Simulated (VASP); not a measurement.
BaS:

```
Ba S
1.0
     5.38445    0.00000    0.00000
    -2.69222    4.66307    0.00000
     0.00000    0.00000    6.38170
Ba S
2 2
Direct
  0.33333 0.66667 0.25000
  0.66667 0.33333 0.75000
  0.66667 0.33333 0.25000
  0.33333 0.66667 0.75000
```

Base run:

* Program: VASP 6.6.1
* Functional: PBE
* Potentials or basis: VASP PAW PBE potentials, release 64 (Ba_sv, S)
* Cutoff: 520 eV
* k mesh: 6 × 6 × 4
* Occupations: gaussian, width 0.01 eV
* Spin: no spin polarisation

Its results: band gap on the k mesh 2.47 eV (least direct gap 2.62 eV); pressure 0.4 GPa.

The run is repeated on the same cell with these changes: functional from PBE to r2SCAN; further incar settings from ALGO = Normal; EDIFF = 1e-07; NBANDS = 24 to ALGO = Normal; EDIFF = 1e-06; NBANDS = 24. What comes out?

Band gap on the k mesh 2.82 eV (least direct gap 2.97 eV); pressure 0.4 GPa.

Caveats: spin-orbit coupling is left out, which moves the levels of the heavy elements; the PAW data sets were made with another functional, which shifts forces and pressure a little (at least some runs).

A k mesh can miss the band edges.
